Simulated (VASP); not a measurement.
# Ga (I4/mmm) in VASP: further runs

The runs below take Ga through single point, relaxation of cell and atoms, with LDA.

Everything below comes from runs of VASP 6.6.1. Logs are shortened: lines on timing, memory, paths and dates and some standing lists are left out, and cuts for length are marked.

## (1) The cell of the first run

It takes space group I4/mmm (No. 139, tetragonal). Conventional cell: a = 2.766 Å, b = 2.766 Å, c = 4.478 Å, α = 90.00°, β = 90.00°, γ = 90.00°. Ga (site symmetry 4/mmm) has 12 Ga at 2.77 to 2.97 Å within 3.6 Å.

## (2) Single point, LDA

INCAR

```
SYSTEM = Ga
ALGO = Fast
EDIFF = 1E-7
ENCUT = 520
GGA = CA
ISIF = 2
ISMEAR = 0
LASPH = .TRUE.
LCHARG = .FALSE.
LREAL = .FALSE.
LWAVE = .FALSE.
NBANDS = 12
NELM = 80
PREC = Accurate
SIGMA = 0.1
```

KPOINTS

```
k-points
0
G
  20 20 20
  0 0 0
```

POSCAR

```
Ga
1.0
   -1.3830109582      1.3830109582      2.2392140426
    1.3830109582     -1.3830109582      2.2392140426
    1.3830109582      1.3830109582     -2.2392140426
Ga
1
Direct
    0.0000000000      0.0000000000      0.0000000000
```

Potentials or basis: VASP PAW LDA potentials, release 64 (Ga_d).

Run with:

```console
> cat potpaw_LDA.64/Ga_d/POTCAR > POTCAR
> mpirun -np 1 vasp_std > vasp.out
```

OUTCAR:

```text
SYSTEM = Ga
   EDIFF = 1E-7
   ENCUT = 520
   GGA = CA
   ISIF = 2
   ISMEAR = 0
   LASPH = .TRUE.
   LREAL = .FALSE.
   NELM = 80
   PREC = Accurate

 ion  position               nearest neighbor table
   1  0.000  0.000  0.000-

  LATTYP: Found a body centered tetragonal cell.
 ALAT       =     2.7660219164
 C/A-ratio  =     1.6190862620

  Lattice vectors:

 A1 = (  -1.3830109582,   1.3830109582,   2.2392140426)
 A2 = (   1.3830109582,  -1.3830109582,   2.2392140426)
 A3 = (   1.3830109582,   1.3830109582,  -2.2392140426)

Analysis of symmetry for initial positions (statically):
=====================================================================
 Subroutine PRICEL returns:
 Original cell was already a primitive cell.

 Routine SETGRP: Setting up the symmetry group for a
 body centered tetragonal supercell.

 Subroutine GETGRP returns: Found 16 space group operations
 (whereof 16 operations were pure point group operations)
 out of a pool of 16 trial point group operations.

The static configuration has the point symmetry D_4h.

Analysis of symmetry for dynamics (positions and initial velocities):
=====================================================================
 Subroutine PRICEL returns:
 Original cell was already a primitive cell.

 Routine SETGRP: Setting up the symmetry group for a
 body centered tetragonal supercell.

 Subroutine GETGRP returns: Found 16 space group operations
 (whereof 16 operations were pure point group operations)
 out of a pool of 16 trial point group operations.

The dynamic configuration has the point symmetry D_4h.

 Subroutine INISYM returns: Found 16 space group operations
 (whereof 16 operations are pure point group operations),
 and found     1 'primitive' translations

----------------------------------------------------------------------------------------

                                     Primitive cell

  volume of cell :      17.1320

  direct lattice vectors                    reciprocal lattice vectors
    -1.383010958  1.383010958  2.239214043     0.000000000  0.361530035  0.223292633
     1.383010958 -1.383010958  2.239214043     0.361530035  0.000000000  0.223292633
     1.383010958  1.383010958 -2.239214043     0.361530035  0.361530035  0.000000000

  length of vectors
     2.973132716  2.973132716  2.973132716     0.424927719  0.424927719  0.511280679

  position of ions in fractional coordinates (direct lattice)
     0.000000000  0.000000000  0.000000000

[... 83 lines left out ...]
   POTIM  = 0.5000    time-step for ionic-motion
   TEBEG  =    0.0;   TEEND  =   0.0 temperature during run
   PSTRESS=    0.0 pullay stress
   NELECT =      13.0000    total number of electrons
   NUPDOWN=      -1.0000    fix difference up-down
   EMIN   =  10.00;   EMAX   =-10.00  energy-range for DOS
   EFERMI =   0.00;   METHOD = LEGACY
   ISMEAR =     0;   SIGMA  =   0.10  broadening in eV -4-tet -1-fermi 0-gaus
   EFERMI_NEDOS =   21; number of points for ismear=-14 and -15
   IALGO  =     68    algorithm
   IMIX   =      4    mixing-type and parameters
     AMIX     =   0.40;   BMIX     =  1.00
     AMIX_MAG =   1.60;   BMIX_MAG =  1.00
  volume/ion in A,a.u.               =      17.13       115.61
  Fermi-wavevector in a.u.,A,eV,Ry     =   1.493208  2.821754 30.336507  2.229670
  Thomas-Fermi vector in A             =   2.605638
   LORBIT       =      0    0 simple, 1 ext, 2 COOP (PROOUT), +10 PAW based schemes
   GGA     = CA    functional components
   LHFCALC =     F    Hartree Fock is set to
   AEXX    =    0.0000 exact exchange contribution
   IVDW    =     0    specifies the selected vdW correction
   LEPSILON=     F    determine dielectric tensor
   LRPA    =     F    only Hartree local field effects (RPA)
 non-spin polarized calculation
 RMM-DIIS sequential band-by-band and
 Gauss-broadening in eV      SIGMA  =   0.10
  energy-cutoff  :      520.00
  volume of cell :       17.13
 maximum number of plane-waves:       473
 NGX is ok and might be reduce to    24
   NGX = 11   NGY = 11   NGZ = 11

 number of electron      13.0000003 magnetization

 Free energy of the ion-electron system (eV)
  ---------------------------------------------------
  ext. energy  EPLUGINS =         0.00000000
  ---------------------------------------------------
  free energy    TOTEN  =        -3.56451141 eV

  energy without entropy =       -3.56263794  energy(sigma->0) =       -3.56357467

 E-fermi :   6.2637     XC(G=0): -11.8270

 val. band max:        6.2601838444   @ k =  -0.4500   0.5000   0.2000
 cond. band min:       6.2674320025   @ k =   0.4000   0.3000   0.1000
 fundamental gap:      0.0072481582
 Fermi energy:         6.2637330792

 k-point     1 :       0.0000    0.0000    0.0000
  band No.  band energies     occupation
      1      -8.9627      2.00000
      2      -8.7946      2.00000
      3      -8.7946      2.00000
      4      -8.7936      2.00000
      5      -8.6195      2.00000
      6      -5.5739      2.00000
      7      19.3599      0.00000
      8      19.4271      0.00000
      9      19.4271      0.00000
     10      22.9901      0.00000
     11      23.0251      0.00000
     12      23.7426      0.00000
[... 331 lines left out ...]
 k-point    24 :      -0.3500    0.0500    0.0000
  band No.  band energies     occupation
      1      -8.9254      2.00000
      2      -8.8946      2.00000
      3      -8.7619      2.00000
      4      -8.6439      2.00000
      5      -8.6092      2.00000
      6      -2.3082      2.00000
      7       6.9377      0.00000
      8      15.0426      0.00000
      9      18.2178      0.00000
     10      20.0265      0.00000
     11      22.0356      0.00000
     12      24.2659      0.00000

 [... further k-points ...]

------------------------ aborting loop because EDIFF is reached ----------------------------------------

  FORCE on cell =-STRESS in cart. coord.  units (eV):
  Direction    XX          YY          ZZ          XY          YZ          ZX
  --------------------------------------------------------------------------------------
  -------------------------------------------------------------------------------------
  Total       -0.0023697     -0.0023697     -0.0040791      0.0000000     -0.0000000      0.0000000
  in kB       -0.2216156     -0.2216156     -0.3814722      0.0000000     -0.0000000      0.0000000
  external PRESSURE =      -0.2749011 kB  Pullay stress =       0.0000000 kB

 VOLUME and BASIS-vectors are now :
 -----------------------------------------------------------------------------
  energy-cutoff  :      520.00
  volume of cell :       17.13
      direct lattice vectors                 reciprocal lattice vectors
    -1.383010958  1.383010958  2.239214043     0.000000000  0.361530035  0.223292633
     1.383010958 -1.383010958  2.239214043     0.361530035  0.000000000  0.223292633
     1.383010958  1.383010958 -2.239214043     0.361530035  0.361530035  0.000000000

 POSITION                                       TOTAL-FORCE (eV/Angst)
 -----------------------------------------------------------------------------------
      0.00000      0.00000      0.00000        -0.000000     -0.000000      0.000000
 -----------------------------------------------------------------------------------
    total drift:                               -0.000000     -0.000000      0.000000

  FREE ENERGIE OF THE ION-ELECTRON SYSTEM (eV)
  ---------------------------------------------------
  free  energy   TOTEN  =        -3.5645114070 eV

  energy  without entropy=       -3.5626379414  energy(sigma->0) =       -3.56357467
```

It took 78 s on 1 thread of AMD EPYC 9R45 (Zen 5), shared host; peak memory 0.2 GiB.

What came out:

```
Free energy            : -3.5645 eV
Pressure               : 0.0 GPa
Band gap on the k mesh : zero (an odd number of electrons rules out a gap without spin polarisation)
```

Levels at points of the mesh, in eV from the Fermi level:
```tsv
k point	band 4	band 5	band 6	band 7	band 8	band 9
(0.00, 0.00, 0.00)	-15.06	-14.88	-11.84	13.10	13.16	13.16
(0.50, 0.00, 0.00)	-14.86	-14.81	-5.05	-4.40	8.49	12.30
(0.50, 0.50, 0.00)	-14.85	-14.72	-2.26	-1.20	3.99	5.07
(0.50, 0.50, 0.50)	-14.82	-14.82	-4.18	-3.92	6.84	6.84
```

## (3) Relaxation of cell and atoms, LDA

This run uses another cell than the first one, of 17.95 Å³/atom.

INCAR

```
SYSTEM = Ga
ALGO = Fast
EDIFF = 1E-6
EDIFFG = -0.005
ENCUT = 600
GGA = CA
IBRION = 2
ISIF = 3
ISMEAR = 0
LASPH = .TRUE.
LCHARG = .FALSE.
LREAL = .FALSE.
LWAVE = .FALSE.
NELM = 60
NSW = 70
PREC = Accurate
SIGMA = 0.1
```

KPOINTS is that of step 2.

POSCAR

```
Ga
1.0
   -1.4068604442      1.4068604442      2.2672300649
    1.4068604442     -1.4068604442      2.2672300649
    1.4068604442      1.4068604442     -2.2672300649
Ga
1
Direct
    0.0000000000      0.0000000000      0.0000000000
```

Potentials or basis: VASP PAW LDA potentials, release 64 (Ga_d).

Run with:

```console
> cat potpaw_LDA.64/Ga_d/POTCAR > POTCAR
> mpirun -np 1 vasp_std > vasp.out
```

It took 3.3 min on 1 thread of AMD EPYC 9R45 (Zen 5), shared host; peak memory 0.23 GiB.

Results (log left out):

```
Free energy                           : -3.5647 eV
Relaxed volume                        : 17.16 Å³/atom
Relaxed cell                          : a = 2.975 Å, b = 2.975 Å, c = 2.975 Å, α = 124.56°, β = 124.56°, γ = 82.26°
Space group after relaxing (to 0.1 Å) : I4/mmm (No. 139)
Energy gained by relaxing             : 7.1 meV/atom
Ionic steps                           : 7
Pressure after relaxing               : 0.0 GPa
Band gap on the k mesh                : zero (an odd number of electrons rules out a gap without spin polarisation)
```

Step by step:
| step | energy change (eV) | largest force (eV/Å) | pressure (GPa) | volume (Å³) |
| --- | --- | --- | --- | --- |
| 1 | 0.0000 | 0.0000 | -2.66 | 17.95 |
| 2 | -0.0071 | 0.0000 | -0.04 | 17.19 |
| 3 | -0.0071 | 0.0000 | -0.09 | 17.18 |
| 4 | -0.0071 | 0.0000 | -0.08 | 17.18 |
| 5 | -0.0071 | 0.0000 | -0.06 | 17.18 |
| 6 | -0.0071 | 0.0000 | -0.07 | 17.17 |
| 7 | -0.0071 | 0.0000 | 0.02 | 17.16 |

Final structure:
```
CELL_PARAMETERS angstrom
-1.38359 1.38359 2.24053
1.38359 -1.38359 2.24053
1.38359 1.38359 -2.24053
ATOMIC_POSITIONS crystal
Ga 0.00000 0.00000 0.00000
```

Levels at points of the mesh, in eV from the Fermi level:
```csv
k point,band 2,band 3,band 4,band 5,band 6,band 7,band 8,band 9,band 10
"(0.00, 0.00, 0.00)",-15.06,-15.06,-15.06,-14.88,-11.83,13.08,13.15,13.15,16.71
"(0.50, 0.00, 0.00)",-15.18,-15.04,-14.86,-14.81,-5.04,-4.40,8.48,12.28,12.71
"(0.50, 0.50, 0.00)",-15.27,-14.87,-14.85,-14.72,-2.25,-1.20,3.98,5.07,8.31
"(0.50, 0.50, 0.50)",-15.27,-14.82,-14.82,-14.82,-4.18,-3.92,6.84,6.84,10.20
```

LDA usually gives volumes a few per cent too small. Zero-point motion and thermal expansion aren't in these numbers.
